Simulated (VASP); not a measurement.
# Sr (P6_3/mmc) in VASP: notebook, part 2 of 2

VASP 6.6.1.

## (3) Single point, PBE

Contents of INCAR:

```
SYSTEM = Sr
PREC = Accurate
ENCUT = 500
EDIFF = 1E-6
ISMEAR = 0
SIGMA = 0.1
LREAL = .False.
LASPH = .True.
NELM = 120
ALGO = Normal
ISIF = 2
LWAVE = .False.
LCHARG = .True.
GGA = PE
LELF = .True.
LVHAR = .True.
NBANDS = 17
GGA_COMPAT = .False.
```

Contents of KPOINTS:

```
regular mesh
0
Gamma
  6 6 2
  0 0 0
```

Contents of POSCAR:

```
Sr
1.0
    4.3100002207      0.0000000000      0.0000000000
   -2.1550001104      3.7325696814      0.0000000000
    0.0000000000      0.0000000000      7.0500000000
Sr
2
Direct
    0.3333333333      0.6666666667      0.2500000000
    0.6666666667      0.3333333333      0.7500000000
```

Potentials or basis: VASP PAW PBE potentials, release 64 (Sr_sv).

Command:

```bash
> cat potpaw_PBE.64/Sr_sv/POTCAR > POTCAR
> mpirun -np 1 vasp_std > vasp.out
```

OUTCAR:

```text
SYSTEM = Sr
   PREC = Accurate
   ENCUT = 500
   EDIFF = 1E-6
   ISMEAR = 0
   LREAL = .False.
   LASPH = .True.
   NELM = 120
   ISIF = 2
   GGA = PE

 ion  position               nearest neighbor table
   1  0.333  0.667  0.250-   2 4.31   2 4.31   2 4.31   2 4.31   2 4.31   2 4.31
   2  0.667  0.333  0.750-   1 4.31   1 4.31   1 4.31   1 4.31   1 4.31   1 4.31

  LATTYP: Found a hexagonal cell.
 ALAT       =     4.3100002207
 C/A-ratio  =     1.6357307747

  Lattice vectors:

 A1 = (   4.3100002207,   0.0000000000,   0.0000000000)
 A2 = (  -2.1550001104,   3.7325696814,   0.0000000000)
 A3 = (   0.0000000000,   0.0000000000,   7.0500000000)

Analysis of symmetry for initial positions (statically):
=====================================================================
 Subroutine PRICEL returns:
 Original cell was already a primitive cell.

 Routine SETGRP: Setting up the symmetry group for a
 hexagonal supercell.

 Subroutine GETGRP returns: Found 24 space group operations
 (whereof 12 operations were pure point group operations)
 out of a pool of 24 trial point group operations.

The static configuration has the point symmetry D_3d.
[... 151 lines left out ...]
  energy without entropy =       -3.16119853  energy(sigma->0) =       -3.17795144

 E-fermi :   1.5024     XC(G=0):  -7.2572

 val. band max:        1.4997859513   @ k =   0.0000   0.0000   0.0000
 cond. band min:       1.5044042684   @ k =   0.1667   0.1667   0.0000
 fundamental gap:      0.0046183171
 Fermi energy:         1.5023505554

 k-point     1 :       0.0000    0.0000    0.0000
  band No.  band energies     occupation
      1     -35.1836      2.00000
      2     -35.1717      2.00000
      3     -17.2535      2.00000
      4     -17.0997      2.00000
      5     -17.0997      2.00000
      6     -17.0793      2.00000
[... 257 lines left out ...]
      4     -17.2164      2.00000
      5     -17.1807      2.00000
      6     -17.1807      2.00000
[... 9 lines left out ...]
     16       4.2921      0.00000
     17       5.5386      0.00000

------------------------ aborting loop because EDIFF is reached ----------------------------------------

  FORCE on cell =-STRESS in cart. coord.  units (eV):
  Direction    XX          YY          ZZ          XY          YZ          ZX
  --------------------------------------------------------------------------------------
  -------------------------------------------------------------------------------------
  Total       -0.1745076     -0.1745076     -0.0528136      0.0000000      0.0000000      0.0000000
  in kB       -2.4651913     -2.4651913     -0.7460746      0.0000000      0.0000000      0.0000000
  external PRESSURE =      -1.8921524 kB  Pullay stress =       0.0000000 kB

 VOLUME and BASIS-vectors are now :
 -----------------------------------------------------------------------------
  energy-cutoff  :      500.00
  volume of cell :      113.42
      direct lattice vectors                 reciprocal lattice vectors
     4.310000221  0.000000000  0.000000000     0.232018550  0.133955972  0.000000000
    -2.155000110  3.732569681  0.000000000     0.000000000  0.267911944  0.000000000
     0.000000000  0.000000000  7.050000000     0.000000000  0.000000000  0.141843972

 POSITION                                       TOTAL-FORCE (eV/Angst)
 -----------------------------------------------------------------------------------
     -0.00000      2.48838      1.76250         0.000000     -0.000000      0.000000
      2.15500      1.24419      5.28750        -0.000000      0.000000      0.000000
 -----------------------------------------------------------------------------------
    total drift:                               -0.000000      0.000000     -0.000000

  FREE ENERGIE OF THE ION-ELECTRON SYSTEM (eV)
  ---------------------------------------------------
  free  energy   TOTEN  =        -3.1947043511 eV

  energy  without entropy=       -3.1611985308  energy(sigma->0) =       -3.17795144
```

OSZICAR:

```text
N       E                     dE             d eps       ncg     rms          rms(c)
DAV:   1     0.105005754998E+03    0.10501E+03   -0.91519E+03   476   0.955E+02
DAV:   2     0.512925876442E+01   -0.99876E+02   -0.98642E+02   603   0.222E+02
DAV:   3    -0.301148409964E+01   -0.81407E+01   -0.81208E+01   875   0.456E+01
DAV:   4    -0.318214810102E+01   -0.17066E+00   -0.17034E+00   629   0.623E+00
DAV:   5    -0.318647446519E+01   -0.43264E-02   -0.43261E-02   782   0.767E-01    0.163E+01
DAV:   6    -0.319083793062E+01   -0.43635E-02   -0.14651E-02   620   0.124E+00    0.921E+00
DAV:   7    -0.319451500552E+01   -0.36771E-02   -0.24856E-02   552   0.161E+00    0.444E-01
DAV:   8    -0.319461366740E+01   -0.98662E-04   -0.31835E-03   767   0.285E-01    0.139E-01
DAV:   9    -0.319467184503E+01   -0.58178E-04   -0.12824E-04   685   0.584E-02    0.433E-02
DAV:  10    -0.319470629620E+01   -0.34451E-04   -0.16316E-05   599   0.307E-02    0.192E-02
DAV:  11    -0.319470515524E+01    0.11410E-05   -0.65924E-07   531   0.549E-03    0.335E-03
DAV:  12    -0.319470435115E+01    0.80410E-06   -0.40211E-07   394   0.395E-03
   1 F= -.31947044E+01 E0= -.31779514E+01  d E =-.335058E-01
```

Run time: 14 s. Hardware: 1 thread of AMD EPYC 9R45 (Zen 5), shared host; peak memory 0.18 GiB.

Results:

```
Free energy            : -3.1947 eV
Pressure               : -0.2 GPa
Band gap on the k mesh : zero (bands 10 and 11 overlap by 0.24 eV)
```

Stress tensor (GPa, compression positive):
```
-0.25  0.00  0.00
 0.00 -0.25  0.00
 0.00  0.00 -0.07
```

Caveat: the k points lie up to 0.45 Å⁻¹ apart.

## (4) Single point, PBE

Contents of INCAR:

```
SYSTEM = Sr
PREC = Accurate ; ENCUT = 500
EDIFF = 1E-6 ; ISMEAR = 0
SIGMA = 0.27211386245988 ; LREAL = .FALSE.
LASPH = .TRUE. ; NELM = 120
ALGO = Normal ; ISIF = 2
LWAVE = .FALSE. ; LCHARG = .FALSE.
GGA = PE ; NBANDS = 17
NELECT = 21.0 ; GGA_COMPAT = .FALSE.
```

Contents of KPOINTS:

```
Automatic mesh
0
G
  6 6 2
  0 0 0
```

POSCAR is that of step 3.

Command:

```bash
> cat potpaw_PBE.64/Sr_sv/POTCAR > POTCAR
> mpirun -np 1 vasp_std > vasp.out
```

Run time: 14 s. Hardware: 1 thread of AMD EPYC 9R45 (Zen 5), shared host; peak memory 0.18 GiB.

Results (log left out):

* Free energy: -1.8530 eV

Levels at points of the mesh, in eV from the Fermi level:
```tsv
k point	band 8	band 9	band 10	band 11	band 12	band 13	band 14	band 15
(0.00, 0.00, 0.00)	-18.52	-3.85	-1.33	-0.22	2.14	2.14	2.15	2.55
(0.50, 0.00, 0.00)	-18.56	-1.32	-0.78	-0.10	0.08	1.10	1.65	2.04
(0.00, 0.00, 0.50)	-18.55	-2.93	-2.93	1.09	1.09	2.14	2.14	2.14
(0.50, 0.00, 0.50)	-18.57	-1.00	-1.00	0.00	0.00	1.15	1.15	2.80
```

Caveat: the k points lie up to 0.45 Å⁻¹ apart, too coarse for converged energies and pressures of a metal; the cell carries a net charge on a neutralising background, which shifts energy and pressure; the cell is charged against a uniform background, so pressure and absolute levels hang on convention.
